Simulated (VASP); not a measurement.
# Mg (I4/mmm) in VASP: a series of runs, part 2 of 2

VASP 6.6.1.

## Step 4: Single point, PBEsol

This run uses another cell than the first one, of 23.71 Å³/atom.

INCAR reads:

```
SYSTEM = Mg
PREC = Accurate ; ENCUT = 520
EDIFF = 1E-6 ; ISMEAR = 0
SIGMA = 0.15 ; LREAL = .False.
LASPH = .True. ; NELM = 60
ALGO = Normal ; ISIF = 2
LWAVE = .False. ; LCHARG = .False.
GGA = PS ; NBANDS = 7
```

KPOINTS reads:

```
Automatic mesh
0
Gamma
  18 18 18
  0 0 0
```

POSCAR reads:

```
Mg
1.0
   -1.9070000000      1.9070000000      1.6301500000
    1.9070000000     -1.9070000000      1.6301500000
    1.9070000000      1.9070000000     -1.6301500000
Mg
1
Direct
    0.0000000000      0.0000000000      0.0000000000
```

Potentials or basis: VASP PAW PBE potentials, release 64 (Mg).

Started as:

```console
cat potpaw_PBE.64/Mg/POTCAR > POTCAR
mpirun -np 1 vasp_std > vasp.out
```

OUTCAR:

```text
SYSTEM = Mg
   PREC = Accurate
   ENCUT = 520
   EDIFF = 1E-6
   ISMEAR = 0
   LREAL = .False.
   LASPH = .True.
   NELM = 60
   ISIF = 2
   GGA = PS

 ion  position               nearest neighbor table
   1  0.000  0.000  0.000-

  LATTYP: Found a body centered tetragonal cell.
 ALAT       =     3.8140000000
 C/A-ratio  =     0.8548243314

  Lattice vectors:

 A1 = (  -1.9070000000,   1.9070000000,   1.6301500000)
 A2 = (   1.9070000000,  -1.9070000000,   1.6301500000)
 A3 = (   1.9070000000,   1.9070000000,  -1.6301500000)

Analysis of symmetry for initial positions (statically):
=====================================================================
 Subroutine PRICEL returns:
 Original cell was already a primitive cell.

 Routine SETGRP: Setting up the symmetry group for a
 body centered tetragonal supercell.

 Subroutine GETGRP returns: Found 16 space group operations
 (whereof 16 operations were pure point group operations)
 out of a pool of 16 trial point group operations.

The static configuration has the point symmetry D_4h.

Analysis of symmetry for dynamics (positions and initial velocities):
=====================================================================
 Subroutine PRICEL returns:
 Original cell was already a primitive cell.

 Routine SETGRP: Setting up the symmetry group for a
 body centered tetragonal supercell.

 Subroutine GETGRP returns: Found 16 space group operations
 (whereof 16 operations were pure point group operations)
 out of a pool of 16 trial point group operations.

The dynamic configuration has the point symmetry D_4h.

 Subroutine INISYM returns: Found 16 space group operations
 (whereof 16 operations are pure point group operations),
 and found     1 'primitive' translations

----------------------------------------------------------------------------------------

                                     Primitive cell

  volume of cell :      23.7131

  direct lattice vectors                    reciprocal lattice vectors
    -1.907000000  1.907000000  1.630150000     0.000000000  0.262191924  0.306720240
     1.907000000 -1.907000000  1.630150000     0.262191924  0.000000000  0.306720240
     1.907000000  1.907000000 -1.630150000     0.262191924  0.262191924  0.000000000

  length of vectors
     3.151299259  3.151299259  3.151299259     0.403511972  0.403511972  0.370795376

  position of ions in fractional coordinates (direct lattice)
     0.000000000  0.000000000  0.000000000

  ion indices of the primitive-cell ions
   primitive index   ion index
                 1           1

----------------------------------------------------------------------------------------

 KPOINTS: Automatic mesh

Automatic generation of k-mesh.
 Grid dimensions read from file:
 generate k-points for:   18   18   18

 Generating k-lattice:

  Cartesian coordinates                     Fractional coordinates (reciprocal lattice)
     0.000000000  0.014566218  0.017040013     0.055555556  0.000000000 -0.000000000
     0.014566218  0.000000000  0.017040013     0.000000000  0.055555556 -0.000000000
     0.014566218  0.014566218  0.000000000     0.000000000  0.000000000  0.055555556

  Length of vectors
     0.022417332  0.022417332  0.020599743

  Shift w.r.t. Gamma in fractional coordinates (k-lattice)
     0.000000000  0.000000000  0.000000000

 Subroutine IBZKPT returns following result:
 ===========================================

 Found    480 irreducible k-points:

 Following reciprocal coordinates:
            Coordinates               Weight
  0.000000  0.000000  0.000000      1.000000
  0.055556 -0.000000  0.000000      8.000000
  0.111111 -0.000000  0.000000      8.000000
  0.166667 -0.000000  0.000000      8.000000
  0.222222 -0.000000  0.000000      8.000000
  0.277778  0.000000  0.000000      8.000000
[... 16 lines left out ...]
 -0.277778  0.055556  0.000000     16.000000
 -0.222222  0.055556  0.000000     16.000000
 [... further k-points ...]
   k-points           NKPTS =    480   k-points in BZ     NKDIM =    480   number of bands    NBANDS=      7
   number of dos      NEDOS =    301   number of ions     NIONS =      1
   total plane-waves  NPLWV =  13824
   dimension x,y,z NGX =    24 NGY =   24 NGZ =   24
   dimension x,y,z NGXF=    48 NGYF=   48 NGZF=   48
   ions per type =               1
   NGX,Y,Z   is equivalent  to a cutoff of  12.66, 12.66, 12.66 a.u.
   NGXF,Y,Z  is equivalent  to a cutoff of  25.32, 25.32, 25.32 a.u.
 SYSTEM =  Mg
   PREC   = accura    normal or accurate (medium, high low for compatibility)
   ISTART =      0    job   : 0-new  1-cont  2-samecut
   ICHARG =      2    charge: 1-file 2-atom 10-const
   ISPIN  =      1    spin polarized calculation?
   LNONCOLLINEAR =      F non collinear calculations
   LSORBIT =      F    spin-orbit coupling
   LASPH  =      T    aspherical Exc in radial PAW
   ENCUT  =  520.0 eV  38.22 Ry    6.18 a.u.   5.86  5.86  5.86*2*pi/ulx,y,z
   NELM   =     60;   NELMIN=  2; NELMDL= -5     # of ELM steps
   EDIFF  = 0.1E-05   stopping-criterion for ELM
   LREAL  =      F    real-space projection
   EDIFFG = 0.1E-04   stopping-criterion for IOM
   NSW    =      0    number of steps for IOM
   IBRION =     -1    ionic relax: 0-MD 1-quasi-New 2-CG
   NFREE  =      0    steps in history (QN), initial steepest desc. (CG)
   ISIF   =      2    stress and relaxation
   ISYM   =      2    0-nonsym 1-usesym 2-fastsym
   POTIM  = 0.5000    time-step for ionic-motion
   TEBEG  =    0.0;   TEEND  =   0.0 temperature during run
   PSTRESS=    0.0 pullay stress
   NELECT =       2.0000    total number of electrons
   NUPDOWN=      -1.0000    fix difference up-down
   EMIN   =  10.00;   EMAX   =-10.00  energy-range for DOS
   EFERMI =   0.00;   METHOD = LEGACY
   ISMEAR =     0;   SIGMA  =   0.15  broadening in eV -4-tet -1-fermi 0-gaus
   EFERMI_NEDOS =   21; number of points for ismear=-14 and -15
   IALGO  =     38    algorithm
   IMIX   =      4    mixing-type and parameters
     AMIX     =   0.40;   BMIX     =  1.00
     AMIX_MAG =   1.60;   BMIX_MAG =  1.00
  volume/ion in A,a.u.               =      23.71       160.02
  Fermi-wavevector in a.u.,A,eV,Ry     =   0.717941  1.356711  7.012969  0.515439
  Thomas-Fermi vector in A             =   1.806750
   LORBIT       =      0    0 simple, 1 ext, 2 COOP (PROOUT), +10 PAW based schemes
   GGA     = PS    functional components
   LHFCALC =     F    Hartree Fock is set to
   AEXX    =    0.0000 exact exchange contribution
   IVDW    =     0    specifies the selected vdW correction
   LEPSILON=     F    determine dielectric tensor
   LRPA    =     F    only Hartree local field effects (RPA)
 non-spin polarized calculation
 Gauss-broadening in eV      SIGMA  =   0.15
  energy-cutoff  :      520.00
  volume of cell :       23.71
 maximum number of plane-waves:       649
   NGX = 11   NGY = 11   NGZ = 11

 number of electron       2.0000000 magnetization

 Free energy of the ion-electron system (eV)
  ---------------------------------------------------
  ext. energy  EPLUGINS =         0.00000000
  ---------------------------------------------------
  free energy    TOTEN  =        -1.68616434 eV

  energy without entropy =       -1.68068345  energy(sigma->0) =       -1.68342389

 E-fermi :   2.4363     XC(G=0):  -8.4328

 val. band max:        2.4331089391   @ k =  -0.3889  -0.3889   0.1111
 cond. band min:       2.4381885535   @ k =   0.2778   0.2222   0.1667
 fundamental gap:      0.0050796144
 Fermi energy:         2.4362867552

 k-point     1 :       0.0000    0.0000    0.0000
  band No.  band energies     occupation
      1      -4.3640      2.00000
      2      13.3266      0.00000
      3      15.4113      0.00000
      4      15.4113      0.00000
      5      15.5390      0.00000
      6      16.5850      0.00000
      7      16.5850      0.00000
[... 221 lines left out ...]
 k-point    24 :      -0.2222    0.0556    0.0000
  band No.  band energies     occupation
      1      -3.4297      2.00000
      2      10.2823      0.00000
      3      10.9603      0.00000
      4      13.0786      0.00000
      5      13.9349      0.00000
      6      16.6301      0.00000
      7      18.5278      0.00000

 [... further k-points ...]

------------------------ aborting loop because EDIFF is reached ----------------------------------------

  FORCE on cell =-STRESS in cart. coord.  units (eV):
  Direction    XX          YY          ZZ          XY          YZ          ZX
  --------------------------------------------------------------------------------------
  -------------------------------------------------------------------------------------
  Total       -0.2830325     -0.2830325     -0.1026737      0.0000000      0.0000000      0.0000000
  in kB      -19.1230824    -19.1230824     -6.9371484      0.0000000      0.0000000      0.0000000
  external PRESSURE =     -15.0611044 kB  Pullay stress =       0.0000000 kB

 VOLUME and BASIS-vectors are now :
 -----------------------------------------------------------------------------
  energy-cutoff  :      520.00
  volume of cell :       23.71
      direct lattice vectors                 reciprocal lattice vectors
    -1.907000000  1.907000000  1.630150000     0.000000000  0.262191924  0.306720240
     1.907000000 -1.907000000  1.630150000     0.262191924  0.000000000  0.306720240
     1.907000000  1.907000000 -1.630150000     0.262191924  0.262191924  0.000000000

 POSITION                                       TOTAL-FORCE (eV/Angst)
 -----------------------------------------------------------------------------------
      0.00000      0.00000      0.00000        -0.000000     -0.000000      0.000000
 -----------------------------------------------------------------------------------
    total drift:                                0.000000     -0.000000     -0.000000

  FREE ENERGIE OF THE ION-ELECTRON SYSTEM (eV)
  ---------------------------------------------------
  free  energy   TOTEN  =        -1.6861643356 eV

  energy  without entropy=       -1.6806834495  energy(sigma->0) =       -1.68342389
```

OSZICAR:

```text
N       E                     dE             d eps       ncg     rms          rms(c)
DAV:   1    -0.101448396801E+01   -0.10145E+01   -0.78136E+02  7168   0.193E+02
DAV:   2    -0.169425242459E+01   -0.67977E+00   -0.65448E+00  8778   0.111E+01
DAV:   3    -0.169696923856E+01   -0.27168E-02   -0.27152E-02  8505   0.794E-01
DAV:   4    -0.169697462117E+01   -0.53826E-05   -0.53827E-05  9597   0.273E-02
DAV:   5    -0.169697464090E+01   -0.19722E-07   -0.19451E-07  8568   0.116E-03    0.681E-01
DAV:   6    -0.169129659948E+01    0.56780E-02   -0.42361E-04  7532   0.110E-01    0.434E-01
DAV:   7    -0.168615959565E+01    0.51370E-02   -0.17777E-03  7357   0.203E-01    0.237E-02
DAV:   8    -0.168616433923E+01   -0.47436E-05   -0.12613E-05  9632   0.210E-02    0.513E-03
DAV:   9    -0.168616433557E+01    0.36579E-08   -0.50307E-07  7511   0.268E-03
   1 F= -.16861643E+01 E0= -.16834239E+01  d E =-.548089E-02
```

Run time: 13 s. Hardware: 1 thread of Intel Xeon 6975P-C (Granite Rapids), shared host; peak memory 0.2 GiB.

What came out:

- Free energy: -1.6862 eV
- Pressure: -1.5 GPa
- Band gap on the k mesh: zero (bands 1 and 2 overlap by 4.43 eV)

Caveat: the PAW data sets were made with another functional, which shifts forces and pressure a little.

## Step 5: Single point, PBEsol

This run uses another cell than the first one, of 23.75 Å³/atom.

INCAR reads:

```
  PREC = Accurate
  ENCUT = 520
  EDIFF = 1E-6
  ISMEAR = 0
  SIGMA = 0.15
  LREAL = False
  LASPH = True
  NELM = 60
  ALGO = Normal
  ISIF = 2
  LWAVE = False
  LCHARG = True
  GGA = PS
  LELF = True
  LVHAR = True
  NBANDS = 7
```

KPOINTS reads:

```
Automatic mesh
0
Gamma
  18 18 18
```

POSCAR reads:

```
Mg
1.0
   -1.9495000000      1.9495000000      1.5622000000
    1.9495000000     -1.9495000000      1.5622000000
    1.9495000000      1.9495000000     -1.5622000000
Mg
1
Direct
    0.0000000000      0.0000000000      0.0000000000
```

Started as:

```console
cat potpaw_PBE.64/Mg/POTCAR > POTCAR
mpirun -np 1 vasp_std > vasp.out
```

Run time: 13 s. Hardware: 1 thread of Intel Xeon 6975P-C (Granite Rapids), shared host; peak memory 0.2 GiB.

The run converged. Its results:

```
Free energy            : -1.6724 eV
Pressure               : -1.1 GPa
Band gap on the k mesh : zero (bands 1 and 2 overlap by 4.31 eV)
```

Stress tensor (GPa, compression positive):
```
-2.07  0.00  0.00
 0.00 -2.07  0.00
 0.00  0.00  0.88
```

Levels at points of the mesh, in eV from the Fermi level:
```
           k point  band 1  band 2  band 3  band 4  band 5  band 6
(0.00, 0.00, 0.00)   -6.77   10.20   12.14   12.14   12.46   14.94
(0.50, 0.00, 0.00)   -0.97   -0.19    7.54    8.25    8.86   10.74
(0.50, 0.50, 0.00)   -1.96   -1.88   11.66   12.11   12.28   13.31
(0.50, 0.50, 0.50)    2.26    2.26    3.08    3.42    7.71    9.27
```

Caveat: the PAW data sets were made with another functional, which shifts forces and pressure a little.

## Step 6: Summary

| cell | gap on the mesh (eV) | pressure (GPa) |
| --- | --- | --- |
| a = 3.117 Å, angles 104.6, 104.6, 119.8°, 1 atom | none | 0.2 |
| a = 3.107 Å, angles 112.0, 112.0, 104.5°, 1 atom | none | -0.7 |
| a = 3.151 Å, angles 105.5, 105.5, 117.7°, 1 atom | none | -1.5 |
| a = 3.169 Å, angles 104.1, 104.1, 120.9°, 1 atom | none | -1.1 |

Alike in all rows: task single point; level PBEsol; potentials or basis VASP PAW PBE potentials, release 64 (Mg); no spin polarisation; k mesh 18 × 18 × 18; cutoff (eV) 520; smearing gaussian 0.15 eV.

Caveats: the PAW data sets were made with another functional, which shifts forces and pressure a little.

Total energies depend on the potentials used, so only differences within one code and one set of settings carry meaning.
